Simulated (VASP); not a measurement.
Runs of VASP 6.6.1 on TlZnO2. The structure is that of space group P4/mmm (No. 123), or close to it. The cells are those of the table. 

| task | cell | k mesh | cutoff (eV) | gap on the mesh (eV) | pressure (GPa) | relaxed volume (Å³/atom) |
| --- | --- | --- | --- | --- | --- | --- |
| relaxation of cell and atoms | relaxed from a = 3.960, b = 3.960, c = 3.410 Å, 4 atoms | 4 × 4 × 6 | 600 | none | 0.0 | 14.31 |
| single point | a = 4.063, b = 4.063, c = 3.463 Å, 4 atoms | 4 × 4 × 6 | 520 | none | 0.4 | - |
| single point | a = 3.960, b = 3.960, c = 3.410 Å, 4 atoms | 4 × 4 × 6 | 520 | none | (a) | - |
| relaxation of cell and atoms | relaxed from a = 4.063, b = 4.063, c = 3.463 Å, 4 atoms | 12 × 12 × 14 | 600 | none | 0.0 | 14.34 |

Alike in all rows: level PBE; potentials or basis VASP PAW PBE potentials, release 64 (Zn, Tl_d, O); no spin polarisation; smearing gaussian 0.1 eV.

Question: Fill in the values left out.

Answer: (a) 9.1.

Caveats: some runs use coarse meshes; spin-orbit coupling is left out, which moves the levels of the heavy elements; an odd number of electrons without spin polarisation forces a metal; a magnetic or distorted state may lie lower.

A k mesh can miss the band edges, and the runs leave out spin-orbit coupling on Tl.

A gap of «none» marks levels without a gap at the run's occupations.
